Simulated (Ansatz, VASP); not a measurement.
# One calculation of NaHF2, two programs

The input INCAR:

```
PREC = Accurate ; ENCUT = 520
EDIFF = 1E-6 ; ISMEAR = 0
SIGMA = 0.05 ; LREAL = F
LASPH = T ; NELM = 60
ALGO = Normal ; ISIF = 2
LWAVE = F ; LCHARG = F
GGA = PS ; IVDW = 12
NBANDS = 19
```

Contents of KPOINTS:

```
regular mesh
0
Gamma
  9 9 9
```

POSCAR

```
NaHF2
1.0
    1.6339000000      0.9433326048      4.2401666667
   -1.6339000000      0.9433326048      4.2401666667
    0.0000000000     -1.8866652097      4.2401666667
Na H F
1 1 2
Direct
    0.0000000000      0.0000000000      0.0000000000
    0.5000000000      0.5000000000      0.5000000000
    0.4168825606      0.4168825606      0.4168825606
    0.5831174394      0.5831174394      0.5831174394
```

Input for Ansatz:

```yaml
crystal:
  lattice:
    - [1.6339, 0.9433326048, 4.2401666667]
    - [-1.6339, 0.9433326048, 4.2401666667]
    - [0.0, -1.8866652097, 4.2401666667]
  atoms:
    - { symbol: Na, position: [0.0, 0.0, 0.0] }
    - { symbol: H, position: [0.5, 0.5, 0.5] }
    - { symbol: F, position: [0.4168825606, 0.4168825606, 0.4168825606] }
    - { symbol: F, position: [0.5831174394, 0.5831174394, 0.5831174394] }
basis:
  ecutwfc: 520.0
kpoints:
  mp_grid: { grid: [9, 9, 9] }
hamiltonian:
  xc: pbesol
  pseudopotentials: { kind: paw }
  dispersion: d3bj
scf:
  occupations: { method: gaussian, width: 0.05 }
output:
  forces: true
  stress: true
  eigenvalues: true
```

Alike in both runs: task single point; functional PBEsol; dispersion D3(BJ); k mesh 9 × 9 × 9; occupations gaussian, width 0.05 eV; no spin polarisation.

|  | VASP | Ansatz |
| --- | --- | --- |
| version | VASP 6.6.1 | Ansatz 0.2.0 |
| potentials or method | VASP PAW PBE potentials, release 64 (Na_pv, H, F), cutoff 520 eV | scalar-relativistic, plane waves, PAW |
| valence electrons in the cell | 22 | 24 |

|  | VASP | Ansatz | Ansatz less VASP |
| --- | --- | --- | --- |
| gap on the k mesh at the Fermi level (eV) | 7.54 | 7.56 | +0.018 |
| least direct gap on the mesh (eV) | 7.56 | 7.58 | +0.017 |
| pressure (GPa) | 15.4 | 15.3 | -0.13 |
| traceless stress, the component that is largest in VASP (GPa) | 17.46 | 16.94 | -0.514 |
| rms of the force components (eV/Å) | 1.018 | 0.995 | -0.0221 |

VASP's potentials were made for PBE, not for PBEsol. Atom by atom the forces differ by 0.022 eV/Å (rms over components). VASP's potentials hold 22 valence electrons a cell and Ansatz's 24, so a difference there can come from the potentials and not from the codes.
